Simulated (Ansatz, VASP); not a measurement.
## C: VASP beside Ansatz

Contents of INCAR:

```
SYSTEM = C
PREC = Accurate ; ENCUT = 520
EDIFF = 1E-6 ; ISMEAR = 0
SIGMA = 0.1 ; LREAL = .False.
LASPH = .True. ; NELM = 150
ALGO = Normal ; ISIF = 2
LWAVE = .False. ; LCHARG = .True.
ISPIN = 2 ; MAGMOM = 1 1
LORBIT = 11 ; GGA = PE
LELF = .True. ; LVHAR = .True.
NBANDS = 15
```

KPOINTS

```
Automatic mesh
0
Gamma
  10 10 6
  0 0 0
```

Contents of POSCAR:

```
C
1.0
    1.7277330500      0.0000000000      0.0000000000
    0.0000000000      1.7277330500      0.0000000000
    0.0000000000      0.0000000000      3.7356940900
C
2
Direct
    0.0000000000      0.0000000000      0.8136955500
    0.0000000000      0.0000000000      0.1863044500
```

Input for Ansatz:

```yaml
crystal:
  lattice:
    - [1.72773305, 0.0, 0.0]
    - [0.0, 1.72773305, 0.0]
    - [0.0, 0.0, 3.73569409]
  atoms:
    - { symbol: C, position: [0.0, 0.0, 0.81369555], spin: 1.0 }
    - { symbol: C, position: [0.0, 0.0, 0.18630445], spin: 1.0 }
basis:
  ecutwfc: 420
kpoints:
  mp_grid: { grid: [10, 10, 6] }
hamiltonian:
  xc: pbe
scf:
  occupations: { method: gaussian, width: 0.1 }
  lower_state_search: "off"
output:
  forces: true
  stress: true
  eigenvalues: true
  populations: true
magnetization:
  spin_polarized: true
```

Alike in both runs: task single point; functional PBE; k mesh 10 × 10 × 6; occupations gaussian, width 0.1 eV; collinear spin.

|  | VASP | Ansatz |
| --- | --- | --- |
| version | VASP 6.6.1 | Ansatz 0.2.0 |
| potentials or method | VASP PAW PBE potentials, release 64 (C), cutoff 520 eV | scalar-relativistic, plane waves, PAW |
| valence electrons in the cell | 8 | 8 |

Ansatz gave:

| Property | Result |
| --- | --- |
| gap on the k mesh at the Fermi level (eV) | none |
| rms of the force components (eV/Å) | 2.384 |
| net moment per atom (μB) | 0.00 |

Q: Estimate VASP's values.

A: gap on the k mesh at the Fermi level (eV): none; rms of the force components (eV/Å): 2.445; net moment per atom (μB): 0.00.

Atom by atom the forces differ by 0.061 eV/Å (rms over components). A gap of «none» marks a metal or a gap that the smearing closes. Ansatz's warnings: seeded moment not kept.

The k mesh is coarse, so the values compare programs but aren't converged.
